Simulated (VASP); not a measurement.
# SnO in VASP: settings compared, part 3 of 3

VASP 6.6.1. Earlier steps stand in the parts before.

**4. Single point, PBE+D3(BJ) (biaxial strain +0.040, then relaxed in part)**

INCAR reads:

```
SYSTEM = SnO
ALGO     = Normal         ! electronic algorithm
DIPOL    = 0.5 0.5 0.500
EDIFF    = 1E-6           ! SCF threshold, eV
ENCUT    = 520            ! plane-wave cutoff, eV
GGA      = PE             ! functional
IDIPOL   = 3            
ISIF     = 2              ! what is computed and relaxed
ISMEAR   = 0              ! smearing method
IVDW     = 12             ! dispersion correction
LASPH    = .True.         ! aspherical terms in the spheres
LCHARG   = .False.        ! write CHGCAR
LDIPOL   = .True.       
LREAL    = .False.        ! projectors in reciprocal space
LWAVE    = .False.        ! write WAVECAR
NBANDS   = 28             ! bands
NELM     = 80             ! most SCF steps
PREC     = Accurate       ! precision mode
SIGMA    = 0.02           ! smearing width, eV
```

KPOINTS reads:

```
k-points
0
Gamma
  6 6 1
  0 0 0
```

POSCAR reads:

```
SnO
1.0
    3.9733828705      0.0000000000      0.0000000000
    0.0000000000      3.9733828705      0.0000000000
    0.0000000000      0.0000000000     30.6334027017
Sn O
2 2
Direct
    0.5000000000      0.0000000000      0.4631036433
    0.0000000000      0.5000000000      0.5368963567
    0.0000000000      0.0000000000      0.5000000000
    0.5000000000      0.5000000000      0.5000000000
```

Potentials or basis: VASP PAW PBE potentials, release 64 (Sn_d, O).

Command:

```bash
$ cat potpaw_PBE.64/Sn_d/POTCAR potpaw_PBE.64/O/POTCAR > POTCAR
$ mpirun -np 1 vasp_std > vasp.out
```

OUTCAR:

```text
SYSTEM = SnO
   EDIFF = 1E-6
   ENCUT = 520
   GGA = PE
   ISIF = 2
   ISMEAR = 0
   IVDW = 12
   LASPH = .True.
   LREAL = .False.
   NELM = 80
   PREC = Accurate
 IVDW          = 12

 ion  position               nearest neighbor table
   1  0.500  0.000  0.463-   3 2.29   4 2.29   4 2.29   3 2.29   2 3.61   2 3.61   2 3.61   2 3.61

   2  0.000  0.500  0.537-   3 2.29   4 2.29   3 2.29   4 2.29   1 3.61   1 3.61   1 3.61   1 3.61

   3  0.000  0.000  0.500-   1 2.29   2 2.29   2 2.29   1 2.29
   4  0.500  0.500  0.500-   1 2.29   2 2.29   1 2.29   2 2.29

  LATTYP: Found a simple tetragonal cell.
 ALAT       =     3.9733828705
 C/A-ratio  =     7.7096528827

  Lattice vectors:

 A1 = (   3.9733828705,   0.0000000000,   0.0000000000)
 A2 = (   0.0000000000,   3.9733828705,   0.0000000000)
 A3 = (   0.0000000000,   0.0000000000,  30.6334027017)

Analysis of symmetry for initial positions (statically):
=====================================================================
 Subroutine PRICEL returns:
 Original cell was already a primitive cell.

 Routine SETGRP: Setting up the symmetry group for a
 simple tetragonal supercell.

 Subroutine GETGRP returns: Found 16 space group operations
 (whereof  8 operations were pure point group operations)
 out of a pool of 16 trial point group operations.

The static configuration has the point symmetry D_2d.
 The point group associated with its full space group is D_4h.

Analysis of symmetry for dynamics (positions and initial velocities):
=====================================================================
 Subroutine PRICEL returns:
 Original cell was already a primitive cell.

 Routine SETGRP: Setting up the symmetry group for a
 simple tetragonal supercell.

 Subroutine GETGRP returns: Found 16 space group operations
 (whereof  8 operations were pure point group operations)
 out of a pool of 16 trial point group operations.

The dynamic configuration has the point symmetry D_2d.
 The point group associated with its full space group is D_4h.

 Subroutine INISYM returns: Found 16 space group operations
 (whereof  8 operations are pure point group operations),
 and found     1 'primitive' translations

----------------------------------------------------------------------------------------

                                     Primitive cell

  volume of cell :     483.6332

  direct lattice vectors                    reciprocal lattice vectors
     3.973382871  0.000000000  0.000000000     0.251674715  0.000000000  0.000000000
     0.000000000  3.973382871  0.000000000     0.000000000  0.251674715  0.000000000
     0.000000000  0.000000000 30.633402702     0.000000000  0.000000000  0.032644105

  length of vectors
     3.973382871  3.973382871 30.633402702     0.251674715  0.251674715  0.032644105

  position of ions in fractional coordinates (direct lattice)
     0.500000000  0.000000000  0.463103643
     0.000000000  0.500000000  0.536896357
     0.000000000  0.000000000  0.500000000
     0.500000000  0.500000000  0.500000000

  ion indices of the primitive-cell ions
   primitive index   ion index
                 1           1
                 2           2
                 3           3
                 4           4

[... 32 lines left out ...]
  0.166667  0.166667  0.000000      4.000000
  0.333333  0.166667  0.000000      8.000000
  0.500000  0.166667  0.000000      4.000000
  0.333333  0.333333  0.000000      4.000000
  0.500000  0.333333  0.000000      4.000000
  0.500000  0.500000  0.000000      1.000000
   k-points           NKPTS =     10   k-points in BZ     NKDIM =     10   number of bands    NBANDS=     28
   number of dos      NEDOS =    301   number of ions     NIONS =      4
   total plane-waves  NPLWV = 216000
   dimension x,y,z NGX =    30 NGY =   30 NGZ =  240
   dimension x,y,z NGXF=    60 NGYF=   60 NGZF=  480
   ions per type =               2   2
   NGX,Y,Z   is equivalent  to a cutoff of  12.55, 12.55, 13.02 a.u.
   NGXF,Y,Z  is equivalent  to a cutoff of  25.10, 25.10, 26.05 a.u.
 SYSTEM =  SnO
   PREC   = accura    normal or accurate (medium, high low for compatibility)
   ISTART =      0    job   : 0-new  1-cont  2-samecut
   ICHARG =      2    charge: 1-file 2-atom 10-const
   ISPIN  =      1    spin polarized calculation?
   LNONCOLLINEAR =      F non collinear calculations
   LSORBIT =      F    spin-orbit coupling
   LASPH  =      T    aspherical Exc in radial PAW
   ENCUT  =  520.0 eV  38.22 Ry    6.18 a.u.   7.39  7.39 56.96*2*pi/ulx,y,z
   NELM   =     80;   NELMIN=  2; NELMDL= -5     # of ELM steps
   EDIFF  = 0.1E-05   stopping-criterion for ELM
   LREAL  =      F    real-space projection
   EDIFFG = 0.1E-04   stopping-criterion for IOM
   NSW    =      0    number of steps for IOM
   IBRION =     -1    ionic relax: 0-MD 1-quasi-New 2-CG
   NFREE  =      0    steps in history (QN), initial steepest desc. (CG)
   ISIF   =      2    stress and relaxation
   ISYM   =      2    0-nonsym 1-usesym 2-fastsym
   POTIM  = 0.5000    time-step for ionic-motion
   TEBEG  =    0.0;   TEEND  =   0.0 temperature during run
   PSTRESS=    0.0 pullay stress
   NELECT =      40.0000    total number of electrons
   NUPDOWN=      -1.0000    fix difference up-down
   EMIN   =  10.00;   EMAX   =-10.00  energy-range for DOS
   EFERMI =   0.00;   METHOD = LEGACY
   ISMEAR =     0;   SIGMA  =   0.02  broadening in eV -4-tet -1-fermi 0-gaus
   EFERMI_NEDOS =   21; number of points for ismear=-14 and -15
   IALGO  =     38    algorithm
   IMIX   =      4    mixing-type and parameters
     AMIX     =   0.40;   BMIX     =  1.00
     AMIX_MAG =   1.60;   BMIX_MAG =  1.00
  volume/ion in A,a.u.               =     120.91       815.93
  Fermi-wavevector in a.u.,A,eV,Ry     =   0.713274  1.347892  6.922089  0.508759
  Thomas-Fermi vector in A             =   1.800868
   LORBIT       =      0    0 simple, 1 ext, 2 COOP (PROOUT), +10 PAW based schemes
   GGA     = PE    functional components
   LHFCALC =     F    Hartree Fock is set to
   AEXX    =    0.0000 exact exchange contribution
   IVDW    =    12    specifies the selected vdW correction
   LEPSILON=     F    determine dielectric tensor
   LRPA    =     F    only Hartree local field effects (RPA)
 non-spin polarized calculation
 Gauss-broadening in eV      SIGMA  =   0.02
  energy-cutoff  :      520.00
  volume of cell :      483.63
 maximum number of plane-waves:     13121
 NGX is ok and might be reduce to    30
   NGX = 15   NGY = 15   NGZ =113

 number of electron      40.0000006 magnetization

 dipolmoment           0.000000      0.000000     -0.000000 electrons x Angstroem

 Free energy of the ion-electron system (eV)
  ---------------------------------------------------
  ext. energy  EPLUGINS =         0.00000000
  ---------------------------------------------------
  free energy    TOTEN  =       -22.52390476 eV

  energy without entropy =      -22.52390476  energy(sigma->0) =      -22.52390476

 E-fermi :  -3.3696     XC(G=0):  -1.9983

 val. band max:       -3.5198017297   @ k =   0.1667   0.0000   0.0000
 cond. band min:      -1.0212678437   @ k =   0.0000   0.0000   0.0000
 fundamental gap:      2.4985338860
 Fermi energy:        -3.3696005872

 k-point     1 :       0.0000    0.0000    0.0000
  band No.  band energies     occupation
      1     -24.1916      2.00000
      2     -23.8753      2.00000
      3     -23.8753      2.00000
      4     -23.8735      2.00000
      5     -23.8541      2.00000
      6     -23.8440      2.00000
[... 299 lines left out ...]
     27       3.3020      0.00000
     28       3.3020      0.00000

------------------------ aborting loop because EDIFF is reached ----------------------------------------

 vacuum level on the upper side and lower side of the slab       (xc-potential included)        -0.005        -0.005

 Edisp (eV)   -0.50890

 E8    (eV) :    -0.2305

  FORCE on cell =-STRESS in cart. coord.  units (eV):
  Direction    XX          YY          ZZ          XY          YZ          ZX
  --------------------------------------------------------------------------------------
  -------------------------------------------------------------------------------------
  Total      -2.30736    -2.30736     0.09996     0.00000     0.00000     0.00000
  in kB      -7.64379    -7.64379     0.33114     0.00000     0.00000     0.00000
  external pressure =       -4.99 kB  Pullay stress =        0.00 kB

 VOLUME and BASIS-vectors are now :
 -----------------------------------------------------------------------------
  energy-cutoff  :      520.00
  volume of cell :      483.63
      direct lattice vectors                 reciprocal lattice vectors
     3.973382871  0.000000000  0.000000000     0.251674715  0.000000000  0.000000000
     0.000000000  3.973382871  0.000000000     0.000000000  0.251674715  0.000000000
     0.000000000  0.000000000 30.633402702     0.000000000  0.000000000  0.032644105

 POSITION                                       TOTAL-FORCE (eV/Angst)
 -----------------------------------------------------------------------------------
      1.98669      0.00000     14.18644        -0.000000     -0.000000     -0.072111
      0.00000      1.98669     16.44696         0.000000      0.000000      0.072111
      0.00000      0.00000     15.31670         0.000000     -0.000000     -0.000000
      1.98669      1.98669     15.31670        -0.000000     -0.000000     -0.000000
 -----------------------------------------------------------------------------------
    total drift:                                0.000000      0.000000      0.000000

  FREE ENERGIE OF THE ION-ELECTRON SYSTEM (eV)
  ---------------------------------------------------
  free  energy   TOTEN  =       -23.0328097606 eV

  energy  without entropy=      -23.0328097606  energy(sigma->0) =      -23.03280976

 vacuum level on the upper side and lower side of the slab         1.632         1.632
```

Wall time 5.1 min (1 thread of Intel Xeon 6975P-C, shared host); peak memory 0.54 GiB.

What came out:

```yaml
Free_energy: -23.0328 eV
Largest_force: 0.072 eV/Å
Band_gap_on_the_k_mesh: 2.50 eV, indirect (least direct gap 2.51 eV)
Dispersion_energy_per_atom: -0.127 eV
```

Forces in eV/Å, atoms in the order of the input:
```
Sn   0.000  0.000 -0.072
Sn   0.000  0.000  0.072
O    0.000  0.000  0.000
O    0.000  0.000  0.000
```

Caveat: the cell differs from its parent crystal (biaxial strain +0.040, then relaxed in part); spin-orbit coupling is left out, which moves the levels of the heavy elements.

**5. Single point, PBE+D3(BJ) (biaxial strain +0.070, then relaxed in part)**

INCAR reads:

```
SYSTEM = SnO
PREC = Accurate
ENCUT = 520
EDIFF = 1E-6
ISMEAR = 0
SIGMA = 0.02
LREAL = .False.
LASPH = .True.
NELM = 60
ALGO = Normal
ISIF = 2
LWAVE = .False.
LCHARG = .True.
LDIPOL = .True.
IDIPOL = 3
DIPOL = 0.5 0.5 0.500
GGA = PE
IVDW = 12
LELF = .True.
LVHAR = .True.
LVACPOTAV = .True.
NBANDS = 28
```

KPOINTS reads:

```
Automatic mesh
0
Gamma
  6 6 1
  0 0 0
```

POSCAR reads:

```
SnO
1.0
    4.0879996841      0.0000000000      0.0000000000
    0.0000000000      4.0879996841      0.0000000000
    0.0000000000      0.0000000000     30.6334027017
Sn O
2 2
Direct
    0.5000000000      0.0000000000      0.4645151351
    0.0000000000      0.5000000000      0.5354848649
    0.0000000000      0.0000000000      0.5000000000
    0.5000000000      0.5000000000      0.5000000000
```

Command:

```bash
$ cat potpaw_PBE.64/Sn_d/POTCAR potpaw_PBE.64/O/POTCAR > POTCAR
$ mpirun -np 1 vasp_std > vasp.out
```

Run time: 5.2 min. Hardware: 1 thread of Intel Xeon 6975P-C, shared host; peak memory 0.53 GiB.

Results (log left out):

- Free energy: -22.8583 eV
- Largest force: 0.055 eV/Å
- Band gap on the k mesh: 2.14 eV, indirect (least direct gap 2.17 eV)
- Dispersion energy per atom: -0.121 eV

Forces on the atoms (eV/Å):
```
Sn   0.000  0.000 -0.055
Sn   0.000  0.000  0.055
O    0.000  0.000  0.000
O    0.000  0.000  0.000
```

Levels at points of the mesh, in eV from the valence-band top:
| k point | band 16 | band 17 | band 18 | band 19 | band 20 | band 21 | band 22 | band 23 | band 24 | band 25 |
| --- | --- | --- | --- | --- | --- | --- | --- | --- | --- | --- |
| (0.00, 0.00, 0.00) | -3.90 | -2.04 | -2.04 | -1.95 | -0.03 | 2.14 | 2.33 | 4.86 | 4.87 | 5.15 |
| (0.50, 0.00, 0.00) | -3.40 | -3.38 | -3.38 | -0.53 | -0.53 | 3.29 | 3.29 | 4.72 | 4.72 | 6.43 |
| (0.50, 0.50, 0.00) | -3.37 | -1.40 | -1.40 | -0.84 | -0.84 | 2.93 | 2.93 | 5.10 | 5.10 | 6.23 |

Caveat: the cell differs from its parent crystal (biaxial strain +0.070, then relaxed in part); spin-orbit coupling is left out, which moves the levels of the heavy elements.

**6. Single point, r2SCAN**

POSCAR reads:

```
SnO
1.0
    3.8205604524      0.0000000000      0.0000000000
    0.0000000000      3.8205604524      0.0000000000
    0.0000000000      0.0000000000     30.6334027017
Sn O
2 2
Direct
    0.5000000000      0.0000000000      0.4614138404
    0.0000000000      0.5000000000      0.5385861596
    0.0000000000      0.0000000000      0.5000000000
    0.5000000000      0.5000000000      0.5000000000
```

INCAR.step1 reads:

```
PREC = Accurate ; ENCUT = 520
ISMEAR = 0 ; SIGMA = 0.02
LREAL = F ; LASPH = T
NELM = 100 ; LDIPOL = T
IDIPOL = 3 ; DIPOL = 0.5 0.5 0.500
NBANDS = 28 ; GGA = PE
ALGO = Normal ; EDIFF = 1E-4
LWAVE = T ; LCHARG = F
```

INCAR.step2 reads:

```
PREC = Accurate ; ENCUT = 520
EDIFF = 1E-6 ; ISMEAR = 0
SIGMA = 0.02 ; LREAL = F
LASPH = T ; NELM = 100
ALGO = Normal ; ISIF = 2
LWAVE = F ; LCHARG = T
LDIPOL = T ; IDIPOL = 3
DIPOL = 0.5 0.5 0.500 ; METAGGA = R2SCAN
LMIXTAU = T ; LELF = T
LVHAR = T ; LVACPOTAV = T
NBANDS = 28 ; ISTART = 1
```

KPOINTS reads:

```
Automatic mesh
0
Gamma
  6 6 1
```

Potentials or basis: VASP PAW PBE potentials, release 64 (Sn_d, O).

Command:

```bash
$ cat potpaw_PBE.64/Sn_d/POTCAR potpaw_PBE.64/O/POTCAR > POTCAR
$ cp INCAR.step1 INCAR
$ mpirun -np 1 vasp_std > vasp.out
$ cp INCAR.step2 INCAR
$ mpirun -np 1 vasp_std > vasp.out
```

Run time: 17 min. Hardware: 1 thread of Intel Xeon 6975P-C, shared host; peak memory 0.55 GiB.

Results (log left out):

- Free energy: -66.6877 eV
- Largest force: 0.351 eV/Å
- Band gap on the k mesh: 3.45 eV, indirect (least direct gap 3.66 eV)
- Ionisation potential of the upper face: 5.71 eV

Forces on the atoms (eV/Å):
```
Sn   0.000  0.000  0.351
Sn   0.000  0.000 -0.351
O    0.000  0.000  0.000
O    0.000  0.000  0.000
```

Levels at points of the mesh, in eV from the valence-band top:
```csv
k point,band 17,band 18,band 19,band 20,band 21,band 22,band 23,band 24
"(0.00, 0.00, 0.00)",-2.22,-1.82,-1.82,-0.05,3.63,3.67,5.75,5.81
"(0.50, 0.00, 0.00)",-3.46,-3.46,-0.53,-0.53,3.53,3.53,6.43,6.43
"(0.50, 0.50, 0.00)",-1.16,-1.16,-0.64,-0.64,3.51,3.51,5.69,5.69
```

Caveat: the PAW data sets were made with another functional, which shifts forces and pressure a little; spin-orbit coupling is left out, which moves the levels of the heavy elements.

**7. The runs side by side**

```csv
level,cell,gap on the mesh (eV),largest force (eV/Å)
PBE+D3(BJ),"a = 3.821, b = 3.821, c = 30.633 Å, 4 atoms",3.09,0.09
PBE+D3(BJ),"a = 3.897, b = 3.897, c = 30.633 Å, 4 atoms",2.81,0.09
PBE+D3(BJ),"a = 3.973, b = 3.973, c = 30.633 Å, 4 atoms",2.50,0.07
PBE+D3(BJ),"a = 4.088, b = 4.088, c = 30.633 Å, 4 atoms",2.14,0.06
r2SCAN,"a = 3.821, b = 3.821, c = 30.633 Å, 4 atoms",3.45,0.35
```

Alike in all rows: task single point; potentials or basis VASP PAW PBE potentials, release 64 (Sn_d, O); no spin polarisation; k mesh 6 × 6 × 1; cutoff (eV) 520; smearing gaussian 0.02 eV.

Caveats: spin-orbit coupling is left out, which moves the levels of the heavy elements; the PAW data sets were made with another functional, which shifts forces and pressure a little (some runs).

Total energies depend on the potentials used, so only differences within one code and one set of settings carry meaning.
